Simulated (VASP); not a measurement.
# Cu (Fm-3m) in VASP: further runs

Runs on Cu. Level: PBE. Tasks: single point.

All numbers are computed with VASP 6.6.1; they aren't measurements. Logs are shortened: lines on timing, memory, paths and dates and some standing lists are left out, and cuts for length are marked.

## 1. The cell of the first run

Symmetry: Fm-3m, No. 225, cubic system. The conventional cell has a = 3.615 Å, b = 3.615 Å, c = 3.615 Å, α = 90.00°, β = 90.00°, γ = 90.00°. Within 3.4 Å of Cu (site symmetry m-3m) lie 12 Cu at 2.56 Å.

## 2. Single point, PBE

Contents of INCAR:

```
SYSTEM = Cu
ALGO = Normal
EDIFF = 1E-6
ENCUT = 600
GGA = PE
GGA_COMPAT = .False.
ISIF = 2
ISMEAR = 1
LASPH = .True.
LCHARG = .True.
LELF = .True.
LREAL = .False.
LVHAR = .True.
LWAVE = .False.
NBANDS = 12
NELM = 120
PREC = Accurate
SIGMA = 0.1
```

Contents of KPOINTS:

```
k-points
0
Gamma
  13 13 13
  0 0 0
```

Contents of POSCAR:

```
Cu
1.0
    0.0000000000      1.8075000000      1.8075000000
    1.8075000000      0.0000000000      1.8075000000
    1.8075000000      1.8075000000      0.0000000000
Cu
1
Direct
    0.0000000000      0.0000000000      0.0000000000
```

Potentials or basis: VASP PAW PBE potentials, release 64 (Cu).

The run is started by

```sh
$ cat potpaw_PBE.64/Cu/POTCAR > POTCAR
$ mpirun -np 1 vasp_std > vasp.out
```

OUTCAR:

```text
SYSTEM = Cu
   EDIFF = 1E-6
   ENCUT = 600
   GGA = PE
   ISIF = 2
   ISMEAR = 1
   LASPH = .True.
   LREAL = .False.
   NELM = 120
   PREC = Accurate

 ion  position               nearest neighbor table
   1  0.000  0.000  0.000-

  LATTYP: Found a face centered cubic cell.
 ALAT       =     3.6150000000

  Lattice vectors:

 A1 = (   0.0000000000,   1.8075000000,   1.8075000000)
 A2 = (   1.8075000000,   0.0000000000,   1.8075000000)
 A3 = (   1.8075000000,   1.8075000000,   0.0000000000)

Analysis of symmetry for initial positions (statically):
=====================================================================
 Subroutine PRICEL returns:
 Original cell was already a primitive cell.

 Routine SETGRP: Setting up the symmetry group for a
 face centered cubic supercell.

 Subroutine GETGRP returns: Found 48 space group operations
 (whereof 48 operations were pure point group operations)
 out of a pool of 48 trial point group operations.

The static configuration has the point symmetry O_h .

Analysis of symmetry for dynamics (positions and initial velocities):
=====================================================================
 Subroutine PRICEL returns:
 Original cell was already a primitive cell.

 Routine SETGRP: Setting up the symmetry group for a
 face centered cubic supercell.

 Subroutine GETGRP returns: Found 48 space group operations
 (whereof 48 operations were pure point group operations)
 out of a pool of 48 trial point group operations.

The dynamic configuration has the point symmetry O_h .

 Subroutine INISYM returns: Found 48 space group operations
 (whereof 48 operations are pure point group operations),
 and found     1 'primitive' translations

----------------------------------------------------------------------------------------

                                     Primitive cell

  volume of cell :      11.8104

  direct lattice vectors                    reciprocal lattice vectors
     0.000000000  1.807500000  1.807500000    -0.276625173  0.276625173  0.276625173
     1.807500000  0.000000000  1.807500000     0.276625173 -0.276625173  0.276625173
     1.807500000  1.807500000  0.000000000     0.276625173  0.276625173 -0.276625173

  length of vectors
     2.556191014  2.556191014  2.556191014     0.479128854  0.479128854  0.479128854

[... 77 lines left out ...]
   NELM   =    120;   NELMIN=  2; NELMDL= -5     # of ELM steps
   EDIFF  = 0.1E-05   stopping-criterion for ELM
   LREAL  =      F    real-space projection
   EDIFFG = 0.1E-04   stopping-criterion for IOM
   NSW    =      0    number of steps for IOM
   IBRION =     -1    ionic relax: 0-MD 1-quasi-New 2-CG
   NFREE  =      0    steps in history (QN), initial steepest desc. (CG)
   ISIF   =      2    stress and relaxation
   ISYM   =      2    0-nonsym 1-usesym 2-fastsym
   POTIM  = 0.5000    time-step for ionic-motion
   TEBEG  =    0.0;   TEEND  =   0.0 temperature during run
   PSTRESS=    0.0 pullay stress
   NELECT =      11.0000    total number of electrons
   NUPDOWN=      -1.0000    fix difference up-down
   EMIN   =  10.00;   EMAX   =-10.00  energy-range for DOS
   EFERMI =   0.00;   METHOD = LEGACY
   ISMEAR =     1;   SIGMA  =   0.10  broadening in eV -4-tet -1-fermi 0-gaus
   EFERMI_NEDOS =   21; number of points for ismear=-14 and -15
   IALGO  =     38    algorithm
   IMIX   =      4    mixing-type and parameters
     AMIX     =   0.40;   BMIX     =  1.00
     AMIX_MAG =   1.60;   BMIX_MAG =  1.00
  volume/ion in A,a.u.               =      11.81        79.70
  Fermi-wavevector in a.u.,A,eV,Ry     =   1.598763  3.021224 34.777078  2.556043
  Thomas-Fermi vector in A             =   2.696162
   LORBIT       =      0    0 simple, 1 ext, 2 COOP (PROOUT), +10 PAW based schemes
   GGA     = PE    functional components
   LHFCALC =     F    Hartree Fock is set to
   AEXX    =    0.0000 exact exchange contribution
   IVDW    =     0    specifies the selected vdW correction
   LEPSILON=     F    determine dielectric tensor
   LRPA    =     F    only Hartree local field effects (RPA)
 non-spin polarized calculation
 Methfessel and Paxton  Order N= 1 SIGMA  =   0.10
  energy-cutoff  :      600.00
  volume of cell :       11.81
 maximum number of plane-waves:       411
   NGX = 11   NGY = 11   NGZ = 11

 number of electron      11.0000001 magnetization

 Free energy of the ion-electron system (eV)
  ---------------------------------------------------
  ext. energy  EPLUGINS =         0.00000000
  ---------------------------------------------------
  free energy    TOTEN  =        -3.72699351 eV

  energy without entropy =       -3.72696376  energy(sigma->0) =       -3.72698360

 E-fermi :   7.7967     XC(G=0): -12.7264

 val. band max:        7.7777388847   @ k =   0.4615   0.3077   0.0000
 cond. band min:       7.8072126138   @ k =  -0.3846   0.1538   0.0000
 fundamental gap:      0.0294737291
 Fermi energy:         7.7966998783

 k-point     1 :       0.0000    0.0000    0.0000
  band No.  band energies     occupation
      1      -1.7660      2.00000
      2       4.5527      2.00000
      3       4.5527      2.00000
      4       4.5527      2.00000
      5       5.3741      2.00000
      6       5.3741      2.00000
      7      30.1794      0.00000
      8      32.8235      0.00000
      9      32.8235      0.00000
     10      32.8235      0.00000
     11      35.3139      0.00000
     12      35.3139      0.00000
[... 331 lines left out ...]
 k-point    24 :       0.4615    0.1538    0.0000
  band No.  band energies     occupation
      1       2.7608      2.00000
      2       4.1978      2.00000
      3       4.5640      2.00000
      4       4.8277      2.00000
      5       5.9586      2.00000
      6       7.2499      2.00000
      7      13.6618      0.00000
      8      24.4474      0.00000
      9      25.7802      0.00000
     10      27.9921      0.00000
     11      37.7278      0.00000
     12      37.8348      0.00000

 [... further k-points ...]
[... 5 lines left out ...]
  --------------------------------------------------------------------------------------
  -------------------------------------------------------------------------------------
  Total        0.1666563      0.1666563      0.1666563      0.0000000     -0.0000000      0.0000000
  in kB       22.6082739     22.6082739     22.6082739      0.0000000     -0.0000000      0.0000000
  external PRESSURE =      22.6082739 kB  Pullay stress =       0.0000000 kB

 VOLUME and BASIS-vectors are now :
 -----------------------------------------------------------------------------
  energy-cutoff  :      600.00
  volume of cell :       11.81
      direct lattice vectors                 reciprocal lattice vectors
     0.000000000  1.807500000  1.807500000    -0.276625173  0.276625173  0.276625173
     1.807500000  0.000000000  1.807500000     0.276625173 -0.276625173  0.276625173
     1.807500000  1.807500000  0.000000000     0.276625173  0.276625173 -0.276625173

 POSITION                                       TOTAL-FORCE (eV/Angst)
 -----------------------------------------------------------------------------------
      0.00000      0.00000      0.00000        -0.000000     -0.000000      0.000000
 -----------------------------------------------------------------------------------
    total drift:                               -0.000000     -0.000000     -0.000000

  FREE ENERGIE OF THE ION-ELECTRON SYSTEM (eV)
  ---------------------------------------------------
  free  energy   TOTEN  =        -3.7269935117 eV

  energy  without entropy=       -3.7269637650  energy(sigma->0) =       -3.72698360
```

OSZICAR:

```text
N       E                     dE             d eps       ncg     rms          rms(c)
DAV:   1     0.431502026585E+02    0.43150E+02   -0.58823E+03  2288   0.171E+03
DAV:   2    -0.324639628437E+01   -0.46397E+02   -0.42866E+02  2076   0.211E+02
DAV:   3    -0.462440840930E+01   -0.13780E+01   -0.13702E+01  2424   0.417E+01
DAV:   4    -0.463288570557E+01   -0.84773E-02   -0.84763E-02  2296   0.288E+00
DAV:   5    -0.463296060401E+01   -0.74898E-04   -0.74900E-04  2428   0.278E-01    0.770E+00
DAV:   6    -0.410833292475E+01    0.52463E+00   -0.14607E+01  2396   0.733E+01    0.392E+00
DAV:   7    -0.373944436832E+01    0.36889E+00   -0.22924E+00  2432   0.290E+01    0.571E-01
DAV:   8    -0.372871818619E+01    0.10726E-01   -0.46298E-03  2380   0.110E+00    0.313E-01
DAV:   9    -0.372699321280E+01    0.17250E-02   -0.10653E-02  2504   0.182E+00    0.294E-02
DAV:  10    -0.372699451606E+01   -0.13033E-05   -0.39640E-05  2980   0.105E-01    0.773E-03
DAV:  11    -0.372699346151E+01    0.10546E-05   -0.65731E-07  1732   0.153E-02    0.253E-04
DAV:  12    -0.372699351165E+01   -0.50144E-07   -0.68259E-08  1220   0.301E-03
   1 F= -.37269935E+01 E0= -.37269836E+01  d E =-.297467E-04
```

stdout:

```text
POSCAR found type information on POSCAR Cu
 POSCAR found :  1 types and       1 ions
 scaLAPACK will be used
 LDA part: xc-table for (Slater+PW92), standard interpolation
 POSCAR, INCAR and KPOINTS ok, starting setup
 FFT: planning ... GRIDC
 FFT: planning ... GRID_SOFT
 FFT: planning ... GRID
 WAVECAR not read
 entering main loop
```

It took 8.8 s on 1 thread of AMD EPYC 9R45 (Zen 5), shared host; peak memory 0.1 GiB.

What came out:

- Free energy: -3.7270 eV
- Pressure: 2.3 GPa
- Band gap on the k mesh: zero (an odd number of electrons rules out a gap without spin polarisation)

(Continued in part 2 of 2.)
